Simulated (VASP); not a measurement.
Runs of VASP 6.6.1 on Rb2Ge3. The structure is that of space group I4_132 (No. 214), or close to it. The cells are those of the table. 

| task | cell | k mesh | cutoff (eV) | gap on the mesh (eV) | pressure (GPa) | relaxed volume (Å³/atom) |
| --- | --- | --- | --- | --- | --- | --- |
| single point | a = 7.590 Å, angles 109.5°, 10 atoms | 4 × 4 × 4 | 520 | none | (a) | - |
| relaxation of cell and atoms | relaxed from a = 6.788 Å, angles 109.5°, 10 atoms | 4 × 4 × 4 | 600 | none | -0.1 | 33.93 |
| single point | a = 6.788 Å, angles 109.5°, 10 atoms | 4 × 4 × 4 | 520 | none | 16.7 | - |
| relaxation of cell and atoms | relaxed from a = 7.590 Å, angles 109.5°, 10 atoms | 6 × 6 × 6 | 600 | none | 0.0 | 33.79 |

Alike in all rows: level PBE; potentials or basis VASP PAW PBE potentials, release 64 (Rb_sv, Ge_d); no spin polarisation; smearing gaussian 0.1 eV.

Task: Estimate the missing entries.

Result: (a) 0.2.

Caveats: the volume moved by over 15 % at a fixed basis, so the end points are rough (some runs).

A k mesh can miss the band edges, and the runs leave out spin-orbit coupling on Ge, Rb.

A gap of «none» marks levels without a gap at the run's occupations.
